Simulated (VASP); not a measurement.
# Si2Mo (P6_222) in VASP: further runs

The runs below take Si2Mo through single point, relaxation of cell and atoms, with revPBE+D4.

Program: VASP 6.6.1. These are calculated values, not measurements. Logs are shortened: lines on timing, memory, paths and dates and some standing lists are left out, and cuts for length are marked.

### Step 1. The cell of the first run

The structure is hexagonal, space group P6_222 (No. 180). Conventional cell: a = 4.543 Å, b = 4.543 Å, c = 6.529 Å, α = 90.00°, β = 90.00°, γ = 120.00°. Mo (site symmetry 222) has 10 Si at 2.55 to 2.64 Å and 4 Mo at 3.15 Å within 3.4 Å. Si (site symmetry 2) has 9 Si at 2.53 to 3.17 Å and 5 Mo at 2.55 to 2.64 Å within 3.3 Å.

### Step 2. Single point, revPBE+D4

File INCAR:

```
PREC = Accurate ; ENCUT = 520
EDIFF = 1E-6 ; ISMEAR = -1
SIGMA = 0.05 ; LREAL = F
LASPH = T ; NELM = 80
ALGO = Normal ; ISIF = 2
LWAVE = F ; LCHARG = F
GGA = RE ; IVDW = 13
NBANDS = 43
```

File KPOINTS:

```
Automatic mesh
0
Gamma
  7 7 4
```

File POSCAR:

```
Si2Mo
1.0
    4.5432336900      0.0000000000      0.0000000000
   -2.2716168450      3.9345557909      0.0000000000
    0.0000000000      0.0000000000      6.5292507136
Mo Si
3 6
Direct
    0.5000000000      0.5000000000      0.8333333333
    0.0000000000      0.5000000000      0.1666666667
    0.5000000000      0.0000000000      0.5000000000
    0.1639742629      0.3279485259      0.5000000000
    0.6720514741      0.8360257371      0.1666666667
    0.8360257371      0.1639742629      0.8333333333
    0.8360257371      0.6720514741      0.5000000000
    0.3279485259      0.1639742629      0.1666666667
    0.1639742629      0.8360257371      0.8333333333
```

Potentials or basis: VASP PAW PBE potentials, release 64 (Mo_sv, Si).

On the command line:

```bash
$ cat potpaw_PBE.64/Mo_sv/POTCAR potpaw_PBE.64/Si/POTCAR > POTCAR
$ mpirun -np 1 vasp_std > vasp.out
```

OUTCAR:

```text
PREC = Accurate
   ENCUT = 520
   EDIFF = 1E-6
   ISMEAR = -1
   LREAL = F
   LASPH = T
   NELM = 80
   ISIF = 2
   GGA = RE
   IVDW = 13

 ion  position               nearest neighbor table
   1  0.500  0.500  0.833-   4 2.55   7 2.55   5 2.55   8 2.55   9 2.61   6 2.61   9 2.61   6 2.61
                             6 2.64   9 2.64   3 3.15   3 3.15   2 3.15   2 3.15
   2  0.000  0.500  0.167-   4 2.55   7 2.55   6 2.55   9 2.55   8 2.61   5 2.61   5 2.61   8 2.61
                             5 2.64   8 2.64   3 3.15   3 3.15   1 3.15   1 3.15
   3  0.500  0.000  0.500-   5 2.55   8 2.55   6 2.55   9 2.55   4 2.61   7 2.61   7 2.61   4 2.61
                             4 2.64   7 2.64   1 3.15   1 3.15   2 3.15   2 3.15
   4  0.164  0.328  0.500-   6 2.53   8 2.53   2 2.55   1 2.55   7 2.58   3 2.61   3 2.61   3 2.64
                             7 2.64   7 2.64   5 3.12   9 3.12
   5  0.672  0.836  0.167-   7 2.53   6 2.53   3 2.55   1 2.55   8 2.58   2 2.61   2 2.61   2 2.64
                             8 2.64   8 2.64   4 3.12   9 3.12
   6  0.836  0.164  0.833-   4 2.53   5 2.53   3 2.55   2 2.55   9 2.58   1 2.61   1 2.61   1 2.64
                             9 2.64   9 2.64   7 3.12   8 3.12
   7  0.836  0.672  0.500-   9 2.53   5 2.53   2 2.55   1 2.55   4 2.58   3 2.61   3 2.61   3 2.64
                             4 2.64   4 2.64   8 3.12   6 3.12
   8  0.328  0.164  0.167-   4 2.53   9 2.53   3 2.55   1 2.55   5 2.58   2 2.61   2 2.61   2 2.64
                             5 2.64   5 2.64   7 3.12   6 3.12
   9  0.164  0.836  0.833-   7 2.53   8 2.53   3 2.55   2 2.55   6 2.58   1 2.61   1 2.61   1 2.64
                             6 2.64   6 2.64   4 3.12   5 3.12

  LATTYP: Found a hexagonal cell.
 ALAT       =     4.5432336900
 C/A-ratio  =     1.4371373253

  Lattice vectors:

 A1 = (   4.5432336900,   0.0000000000,   0.0000000000)
 A2 = (  -2.2716168450,   3.9345557909,   0.0000000000)
 A3 = (   0.0000000000,   0.0000000000,   6.5292507136)

Analysis of symmetry for initial positions (statically):
=====================================================================
 Subroutine PRICEL returns:
 Original cell was already a primitive cell.

 Routine SETGRP: Setting up the symmetry group for a
 hexagonal supercell.

 Subroutine GETGRP returns: Found 12 space group operations
 (whereof  4 operations were pure point group operations)
 out of a pool of 24 trial point group operations.

The static configuration has the point symmetry D_2 .
 The point group associated with its full space group is D_6 .

Analysis of symmetry for dynamics (positions and initial velocities):
=====================================================================
 Subroutine PRICEL returns:
[... 135 lines left out ...]
   NUPDOWN=      -1.0000    fix difference up-down
   EMIN   =  10.00;   EMAX   =-10.00  energy-range for DOS
   EFERMI =   0.00;   METHOD = LEGACY
   ISMEAR =    -1;   SIGMA  =   0.05  broadening in eV -4-tet -1-fermi 0-gaus
   EFERMI_NEDOS =   21; number of points for ismear=-14 and -15
   IALGO  =     38    algorithm
   IMIX   =      4    mixing-type and parameters
     AMIX     =   0.40;   BMIX     =  1.00
     AMIX_MAG =   1.60;   BMIX_MAG =  1.00
  volume/ion in A,a.u.               =      12.97        87.51
  Fermi-wavevector in a.u.,A,eV,Ry     =   1.353780  2.558273 24.935674  1.832720
  Thomas-Fermi vector in A             =   2.481007
   LORBIT       =      0    0 simple, 1 ext, 2 COOP (PROOUT), +10 PAW based schemes
   GGA     = RE    functional components
   LHFCALC =     F    Hartree Fock is set to
   AEXX    =    0.0000 exact exchange contribution
   IVDW    =    13    specifies the selected vdW correction
   LEPSILON=     F    determine dielectric tensor
   LRPA    =     F    only Hartree local field effects (RPA)
 non-spin polarized calculation
  energy-cutoff  :      520.00
  volume of cell :      116.71
 maximum number of plane-waves:      3180
 NGX is ok and might be reduce to    36
   NGX = 17   NGY = 17   NGZ = 25

 number of electron      65.9999995 magnetization

 Free energy of the ion-electron system (eV)
  ---------------------------------------------------
  ext. energy  EPLUGINS =         0.00000000
  ---------------------------------------------------
  free energy    TOTEN  =       -66.54973915 eV

  energy without entropy =      -66.54812939  energy(sigma->0) =      -66.54893427

 E-fermi :  13.4104     XC(G=0): -12.5631

 val. band max:       13.2733764562   @ k =   0.4286   0.0000   0.5000
 cond. band min:      13.5445385949   @ k =   0.4286   0.0000   0.0000
 fundamental gap:      0.2711621386
 Fermi energy:        13.4103794275

 k-point     1 :       0.0000    0.0000    0.0000
  band No.  band energies     occupation
      1     -47.7442      2.00000
      2     -47.7098      2.00000
      3     -47.7098      2.00000
      4     -22.0143      2.00000
      5     -22.0098      2.00000
      6     -22.0098      2.00000
[... 1093 lines left out ...]
     42      16.7409      0.00000
     43      16.8293      0.00000

------------------------ aborting loop because EDIFF is reached ----------------------------------------

  DFT-D4 for vdW energy calculation

  Edisp (eV):   -8.86132

  FORCE on cell =-STRESS in cart. coord.  units (eV):
  Direction    XX          YY          ZZ          XY          YZ          ZX
  --------------------------------------------------------------------------------------
  -------------------------------------------------------------------------------------
  Total      -0.09590    -0.09590    -0.10616     0.00000     0.00000     0.00000
  in kB      -1.31645    -1.31645    -1.45730     0.00000     0.00000     0.00000
  external pressure =       -1.36 kB  Pullay stress =        0.00 kB

 VOLUME and BASIS-vectors are now :
 -----------------------------------------------------------------------------
  energy-cutoff  :      520.00
  volume of cell :      116.71
      direct lattice vectors                 reciprocal lattice vectors
     4.543233690  0.000000000  0.000000000     0.220107542  0.127079149  0.000000000
    -2.271616845  3.934555791  0.000000000     0.000000000  0.254158297  0.000000000
     0.000000000  0.000000000  6.529250714     0.000000000  0.000000000  0.153156931

 POSITION                                       TOTAL-FORCE (eV/Angst)
 -----------------------------------------------------------------------------------
      1.13581      1.96728      5.44104        -0.000000      0.000000     -0.000000
     -1.13581      1.96728      1.08821        -0.000000      0.000000     -0.000000
      2.27162      0.00000      3.26463        -0.000000      0.000000      0.000000
     -0.00000      1.29033      3.26463        -0.000000     -0.009911      0.000000
      1.15416      3.28939      1.08821         0.008583      0.004955     -0.000000
      3.42577      0.64517      5.44104         0.008583     -0.004955      0.000000
      2.27162      2.64422      3.26463        -0.000000      0.009911      0.000000
      1.11746      0.64517      1.08821        -0.008583     -0.004955      0.000000
     -1.15416      3.28939      5.44104        -0.008583      0.004955      0.000000
 -----------------------------------------------------------------------------------
    total drift:                               -0.000000     -0.000000      0.000001

  FREE ENERGIE OF THE ION-ELECTRON SYSTEM (eV)
  ---------------------------------------------------
  free  energy   TOTEN  =       -75.4110609790 eV

  energy  without entropy=      -75.4094512182  energy(sigma->0) =      -75.41025610
```

OSZICAR:

```text
N       E                     dE             d eps       ncg     rms          rms(c)
DAV:   1     0.555813091570E+03    0.55581E+03   -0.36363E+04  2192   0.148E+03
DAV:   2    -0.438129636610E+02   -0.59963E+03   -0.57914E+03  2344   0.400E+02
DAV:   3    -0.684537417599E+02   -0.24641E+02   -0.24173E+02  2642   0.722E+01
DAV:   4    -0.688707925886E+02   -0.41705E+00   -0.41401E+00  2536   0.883E+00
DAV:   5    -0.688785503837E+02   -0.77578E-02   -0.77468E-02  2586   0.117E+00    0.398E+01
DAV:   6    -0.669326487966E+02    0.19459E+01   -0.14861E+01  2428   0.182E+01    0.997E+00
DAV:   7    -0.666597696515E+02    0.27288E+00   -0.24935E+00  2403   0.700E+00    0.861E+00
DAV:   8    -0.665502781976E+02    0.10949E+00   -0.34863E-01  2408   0.324E+00    0.751E-01
DAV:   9    -0.665500902465E+02    0.18795E-03   -0.17410E-02  2735   0.533E-01    0.447E-01
DAV:  10    -0.665500236453E+02    0.66601E-04   -0.47129E-03  2437   0.394E-01    0.208E-01
DAV:  11    -0.665497414365E+02    0.28221E-03   -0.13749E-03  2456   0.196E-01    0.281E-02
DAV:  12    -0.665497405298E+02    0.90670E-06   -0.47160E-05  2442   0.324E-02    0.160E-02
DAV:  13    -0.665497393869E+02    0.11429E-05   -0.15035E-06  1736   0.566E-03    0.438E-03
DAV:  14    -0.665497391533E+02    0.23364E-06   -0.34011E-07  1300   0.242E-03
   1 F= -.75411061E+02 E0= -.75410256E+02  d E =-.160976E-02
```

Wall time 68 s (1 thread of Intel Xeon Platinum 8488C (Sapphire Rapids), shared host); peak memory 0.29 GiB.

Results:

```yaml
Free_energy: -75.4111 eV
Pressure: -0.1 GPa
Largest_force: 0.010 eV/Å
Band_gap_on_the_k_mesh: 0.27 eV (least direct gap 0.68 eV)
Dispersion_energy_per_atom: -0.985 eV
```

Forces on the atoms (eV/Å):
```
Mo   0.000  0.000  0.000
Mo   0.000  0.000  0.000
Mo   0.000  0.000  0.000
Si   0.000 -0.010  0.000
Si   0.009  0.005  0.000
Si   0.009 -0.005  0.000
Si   0.000  0.010  0.000
Si  -0.009 -0.005  0.000
Si  -0.009  0.005  0.000
```

Levels at points of the mesh, in eV from the valence-band top:
| k point | band 29 | band 30 | band 31 | band 32 | band 33 | band 34 | band 35 | band 36 | band 37 | band 38 |
| --- | --- | --- | --- | --- | --- | --- | --- | --- | --- | --- |
| (0.00, 0.00, 0.00) | -2.97 | -2.97 | -2.67 | -2.02 | -0.77 | 2.19 | 2.55 | 2.55 | 2.67 | 2.78 |
| (0.00, 0.00, 0.50) | -2.24 | -2.24 | -1.99 | -0.67 | -0.67 | 2.07 | 2.49 | 2.55 | 2.55 | 2.72 |

Caveat: the PAW data sets were made with another functional, which shifts forces and pressure a little.

### Step 3. Relaxation of cell and atoms, revPBE+D4

This run uses another cell than the first one, of 13.31 Å³/atom.

File INCAR:

```
SYSTEM = Si2Mo
ALGO = Normal ; EDIFF = 1E-7
EDIFFG = -0.01 ; ENCUT = 600
GGA = RE ; IBRION = 2
ISIF = 3 ; ISMEAR = -1
IVDW = 13 ; LASPH = .True.
LCHARG = .False. ; LREAL = .False.
LWAVE = .False. ; NELM = 60
NSW = 60 ; PREC = Accurate
SIGMA = 0.05
```

File KPOINTS:

```
k-points
0
Gamma
  7 7 4
  0 0 0
```

File POSCAR:

```
Si2Mo
1.0
    4.5854715599      0.0000000000      0.0000000000
   -2.2927357800      3.9711348592      0.0000000000
    0.0000000000      0.0000000000      6.5797601000
Mo Si
3 6
Direct
    0.5000000000      0.5000000000      0.8333333333
    0.0000000000      0.5000000000      0.1666666667
    0.5000000000      0.0000000000      0.5000000000
    0.1638729800      0.3277459600      0.5000000000
    0.6722540400      0.8361270200      0.1666666667
    0.8361270200      0.1638729800      0.8333333333
    0.8361270200      0.6722540400      0.5000000000
    0.3277459600      0.1638729800      0.1666666667
    0.1638729800      0.8361270200      0.8333333333
```

Potentials or basis: VASP PAW PBE potentials, release 64 (Mo_sv, Si).

On the command line:

```bash
$ cat potpaw_PBE.64/Mo_sv/POTCAR potpaw_PBE.64/Si/POTCAR > POTCAR
$ mpirun -np 1 vasp_std > vasp.out
```

OUTCAR:

```text
SYSTEM = Si2Mo
   EDIFF = 1E-7
   EDIFFG = -0.01
   ENCUT = 600
   GGA = RE
   IBRION = 2
   ISIF = 3
   ISMEAR = -1
   IVDW = 13
   LASPH = .True.
   LREAL = .False.
   NELM = 60
   NSW = 60
   PREC = Accurate

 ion  position               nearest neighbor table
   1  0.500  0.500  0.833-   4 2.57   7 2.57   5 2.57   8 2.57   9 2.64   6 2.64   9 2.64   6 2.64
                             6 2.67   9 2.67   3 3.17   3 3.17   2 3.17   2 3.17
   2  0.000  0.500  0.167-   4 2.57   7 2.57   6 2.57   9 2.57   8 2.64   5 2.64   5 2.64   8 2.64
                             5 2.67   8 2.67   3 3.17   3 3.17   1 3.17   1 3.17
   3  0.500  0.000  0.500-   6 2.57   9 2.57   8 2.57   5 2.57   4 2.64   7 2.64   7 2.64   4 2.64
                             4 2.67   7 2.67   2 3.17   2 3.17   1 3.17   1 3.17
   4  0.164  0.328  0.500-   6 2.55   8 2.55   1 2.57   2 2.57   7 2.60   3 2.64   3 2.64   3 2.67
                             7 2.67   7 2.67   5 3.15   9 3.15
   5  0.672  0.836  0.167-   7 2.55   6 2.55   3 2.57   1 2.57   8 2.60   2 2.64   2 2.64   2 2.67
[... 211 lines left out ...]

------------------------ aborting loop because EDIFF is reached ----------------------------------------

  DFT-D4 for vdW energy calculation

  Edisp (eV):   -8.63871
[... 179 lines left out ...]
--------------------------------------- Ionic step        5  -------------------------------------------

 number of electron      65.9999999 magnetization

 Free energy of the ion-electron system (eV)
  ---------------------------------------------------
  ext. energy  EPLUGINS =         0.00000000
  ---------------------------------------------------
  free energy    TOTEN  =       -66.54370007 eV

  energy without entropy =      -66.54208962  energy(sigma->0) =      -66.54289485

 E-fermi :  13.4272     XC(G=0): -12.5680

 val. band max:       13.2902914350   @ k =   0.4286  -0.0000   0.5000
 cond. band min:      13.5611922526   @ k =   0.4286  -0.0000   0.0000
 fundamental gap:      0.2709008176
 Fermi energy:        13.4271545510

 k-point     1 :       0.0000    0.0000    0.0000
  band No.  band energies     occupation
      1     -47.7266      2.00000
      2     -47.6921      2.00000
      3     -47.6921      2.00000
      4     -21.9979      2.00000
      5     -21.9938      2.00000
      6     -21.9938      2.00000
[... 1037 lines left out ...]
  FREE ENERGIE OF THE ION-ELECTRON SYSTEM (eV)
  ---------------------------------------------------
  free  energy   TOTEN  =       -75.4140582217 eV

  energy  without entropy=      -75.4124477738  energy(sigma->0) =      -75.41325300

 reached required accuracy - stopping structural energy minimisation
```

OSZICAR:

```text
N       E                     dE             d eps       ncg     rms          rms(c)
DAV:   1     0.612898690399E+03    0.61290E+03   -0.39618E+04  1960   0.182E+03
DAV:   2    -0.357551367157E+02   -0.64865E+03   -0.63423E+03  2122   0.452E+02
DAV:   3    -0.683564669724E+02   -0.32601E+02   -0.31627E+02  2408   0.834E+01
DAV:   4    -0.690873171156E+02   -0.73085E+00   -0.72440E+00  2296   0.112E+01
[... 52 lines left out ...]
DAV:   1    -0.665447090704E+02   -0.13777E-03   -0.48802E-02  1872   0.141E+00    0.183E-01
DAV:   2    -0.665439610373E+02    0.74803E-03   -0.17561E-03  2234   0.254E-01    0.918E-02
DAV:   3    -0.665436991272E+02    0.26191E-03   -0.62822E-04  2323   0.155E-01    0.169E-02
DAV:   4    -0.665437000169E+02   -0.88977E-06   -0.34575E-05  2244   0.337E-02    0.138E-02
DAV:   5    -0.665437000691E+02   -0.52175E-07   -0.59259E-07  2227   0.493E-03
   5 F= -.75414058E+02 E0= -.75413253E+02  d E =-.186864E-03
```

It took 5.9 min on 1 thread of Intel Xeon Platinum 8488C (Sapphire Rapids), shared host; peak memory 0.35 GiB.

Results:

| Item | Value |
| --- | --- |
| Free energy | -75.4141 eV |
| Relaxed volume | 12.95 Å³/atom |
| Relaxed cell | a = 4.541 Å, b = 4.541 Å, c = 6.528 Å, α = 90.00°, β = 90.00°, γ = 120.00° |
| Space group after relaxing (to 0.1 Å) | P6_222 (No. 180) |
| Energy gained by relaxing | 6.6 meV/atom |
| Ionic steps | 5 |
| Pressure after relaxing | 0.1 GPa |
| Band gap on the k mesh | 0.27 eV (least direct gap 0.68 eV) |
| Dispersion energy per atom | -0.986 eV |

Forces in eV/Å, atoms in the order of the input:
```
Mo   0.000  0.000  0.000
Mo   0.000  0.000  0.000
Mo   0.000  0.000  0.000
Si   0.000  0.002  0.000
Si  -0.002 -0.001  0.000
Si  -0.002  0.001  0.000
Si   0.000 -0.002  0.000
Si   0.002  0.001  0.000
Si   0.002 -0.001  0.000
```

The path:
```tsv
step	energy change (eV)	largest force (eV/Å)	pressure (GPa)	volume (Å³)
1	0.0000	0.0104	-5.84	119.81
2	0.1102	0.0228	11.24	111.59
3	-0.0596	0.0016	-0.06	116.67
4	-0.0596	0.0018	0.06	116.61
5	-0.0598	0.0023	0.06	116.59
```

Final structure:
```
Mo Si
1.0
     4.54143    0.00000    0.00000
    -2.27071    3.93299    0.00000
     0.00000    0.00000    6.52753
Mo Si
3 6
Direct
  0.50000 0.50000 0.83333
  0.00000 0.50000 0.16667
  0.50000 0.00000 0.50000
  0.16389 0.32777 0.50000
  0.67223 0.83611 0.16667
  0.83611 0.16389 0.83333
  0.83611 0.67223 0.50000
  0.32777 0.16389 0.16667
  0.16389 0.83611 0.83333
```

Caveat: the PAW data sets were made with another functional, which shifts forces and pressure a little.
